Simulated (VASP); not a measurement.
Input of a VASP 6.6.1 run:

Contents of INCAR:

```
PREC = Accurate ; ENCUT = 520
EDIFF = 1E-7 ; ISMEAR = -1
SIGMA = 0.05 ; LREAL = F
LASPH = T ; NELM = 100
ALGO = Normal ; ISIF = 2
LWAVE = F ; LCHARG = F
GGA = PS ; IVDW = 12
NBANDS = 12
```

KPOINTS

```
regular mesh
0
Gamma
  11 11 11
```

Contents of POSCAR:

```
Au
1.0
    0.0000000000      2.0617793868      2.0617793868
    2.0617793868      0.0000000000      2.0617793868
    2.0617793868      2.0617793868      0.0000000000
Au
1
Direct
    0.0000000000      0.0000000000      0.0000000000
```

Potentials or basis: VASP PAW PBE potentials, release 64 (Au).

Command:

```bash
$ cat potpaw_PBE.64/Au/POTCAR > POTCAR
$ mpirun -np 1 vasp_std > vasp.out
```

**Question.** What does it give for the pressure?

**Answer.** -10.8 GPa.

**Question.** What does it give for the dispersion energy per atom?

**Answer.** -0.614 eV.

Caveat: the PAW data sets were made with another functional, which shifts forces and pressure a little; pairwise dispersion overbinds metals, which lowers pressure and volume.
